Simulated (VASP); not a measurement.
Input of a VASP 6.6.1 run:

The input INCAR:

```
  PREC = Accurate
  ENCUT = 520
  EDIFF = 1E-6
  ISMEAR = 0
  SIGMA = 0.02
  LREAL = F
  LASPH = T
  NELM = 60
  ALGO = Normal
  ISIF = 2
  LWAVE = F
  LCHARG = F
  GGA = PE
  IVDW = 12
  NBANDS = 15
```

KPOINTS

```
Automatic mesh
0
Gamma
  12 12 12
```

The input POSCAR:

```
SiO2
1.0
    1.3372793206      0.7720785757      4.3382687888
   -1.3372793206      0.7720785757      4.3382687888
    0.0000000000     -1.5441571514      4.3382687888
Si O
1 2
Direct
    0.5000000000      0.5000000000      0.5000000000
    0.7631509050      0.7631509050      0.7631509050
    0.2368490950      0.2368490950      0.2368490950
```

Potentials or basis: VASP PAW PBE potentials, release 64 (Si, O).

Command:

```bash
$ cat potpaw_PBE.64/Si/POTCAR potpaw_PBE.64/O/POTCAR > POTCAR
$ mpirun -np 1 vasp_std > vasp.out
```

(1) Estimate the dispersion energy per atom.

(2) Estimate the largest force.

(3) Predict the band gap on the k mesh.

(4) Estimate the pressure.

Results:

(1) -0.201 eV.

(2) 0.018 eV/Å.

(3) 6.21 eV (least direct gap 6.37 eV).

(4) 4.4 GPa.

Caveat: the cell stands under pressure.
